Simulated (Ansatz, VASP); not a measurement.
Two plane-wave programs on In6O

The input INCAR:

```
  PREC = Accurate
  ENCUT = 600
  EDIFF = 1E-6
  ISMEAR = 0
  SIGMA = 0.2
  LREAL = False
  LASPH = True
  NELM = 80
  ALGO = Normal
  ISIF = 3
  LWAVE = False
  LCHARG = False
  GGA = PE
  IBRION = 2
  NSW = 36
  EDIFFG = -0.08
```

The input KPOINTS:

```
Automatic mesh
0
Gamma
  5 5 2
```

POSCAR

```
In6O
1.0
    3.3200000000      0.0000000000      0.0000000000
    0.0000000000      3.3200000000      0.0000000000
    0.0000000000      0.0000000000     14.0500000000
In O
6 1
Direct
    0.5000000000      0.5000000000      0.8333000000
    0.5000000000      0.5000000000      0.1667000000
    0.0000000000      0.0000000000      0.0000000000
    0.0000000000      0.0000000000      0.3333000000
    0.0000000000      0.0000000000      0.6667000000
    0.5000000000      0.5000000000      0.5000000000
    0.5000000000      0.5000000000      0.0000000000
```

Input for Ansatz:

```yaml
crystal:
  lattice:
    - [3.32, 0.0, 0.0]
    - [0.0, 3.32, 0.0]
    - [0.0, 0.0, 14.05]
  atoms:
    - { symbol: In, position: [0.5, 0.5, 0.8333] }
    - { symbol: In, position: [0.5, 0.5, 0.1667] }
    - { symbol: In, position: [0.0, 0.0, 0.0] }
    - { symbol: In, position: [0.0, 0.0, 0.3333] }
    - { symbol: In, position: [0.0, 0.0, 0.6667] }
    - { symbol: In, position: [0.5, 0.5, 0.5] }
    - { symbol: O, position: [0.5, 0.5, 0.0] }
basis:
  ecutwfc: 420
kpoints:
  mp_grid: { grid: [5, 5, 2] }
hamiltonian:
  xc: pbe
scf:
  occupations: { method: gaussian, width: 0.2 }
  lower_state_search: "off"
output:
  forces: true
  stress: true
  eigenvalues: true
relax:
  adjacent_minimum: "off"
  f_tol: 0.08
  max_steps: 16
  cell: { stress_tol: 0.8 }
```

Alike in both runs: task relaxation of cell and atoms; functional PBE; k mesh 5 × 5 × 2; occupations gaussian, width 0.2 eV; no spin polarisation.

|  | VASP | Ansatz |
| --- | --- | --- |
| version | VASP 6.6.1 | Ansatz 0.2.0 |
| potentials or method | VASP PAW PBE potentials, release 64 (In_d, O), cutoff 600 eV | scalar-relativistic, plane waves, PAW |
| valence electrons in the cell | 84 | 84 |

Ansatz gave:

| Property | Result |
| --- | --- |
| gap on the k mesh at the Fermi level, each at its own relaxed structure (eV) | none |
| relaxed volume (Å³/atom) | 24.64 |
| relaxed cell length with the largest relative difference (Å) | 16.183 |

Q: Which values does VASP return?

A: gap on the k mesh at the Fermi level, each at its own relaxed structure (eV): none; relaxed volume (Å³/atom): 24.67; relaxed cell length with the largest relative difference (Å): 16.298.

A gap of «none» marks a metal or a gap that the smearing closes.

The k mesh is coarse, so the values compare programs but aren't converged.
